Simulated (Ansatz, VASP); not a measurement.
## Cu: VASP beside Ansatz

```
Cu
1.0
     0.00000    1.72413    1.90562
     1.72413    0.00000    1.90562
     1.72413    1.72413    0.00000
Cu
1
Direct
  0.00000 0.00000 0.00000
```

Change from the starting cell: strain -0.050 along x and y, +0.050 along z, atoms carried along.

Alike in both runs: task single point; functional PBE; k mesh 28 × 28 × 28; occupations gaussian, width 0.15 eV; no spin polarisation.

|  | VASP | Ansatz |
| --- | --- | --- |
| version | VASP 6.6.1 | Ansatz 0.2.0 |
| potentials or method | VASP PAW PBE potentials, release 64 (Cu), cutoff 520 eV | scalar-relativistic, plane waves, PAW |
| valence electrons in the cell | 11 | 19 |

Ansatz gave:

```
gap on the k mesh at the Fermi level (eV)                     : none
pressure (GPa)                                                : 9.2
traceless stress, the component that is largest in VASP (GPa) : -6.12
```

Problem. Which values does VASP return?

Solution. gap on the k mesh at the Fermi level (eV): none; pressure (GPa): 10.1; traceless stress, the component that is largest in VASP (GPa): -6.10.

A gap of «none» marks a metal or a gap that the smearing closes. VASP's potentials hold 11 valence electrons a cell and Ansatz's 19, so a difference there can come from the potentials and not from the codes.
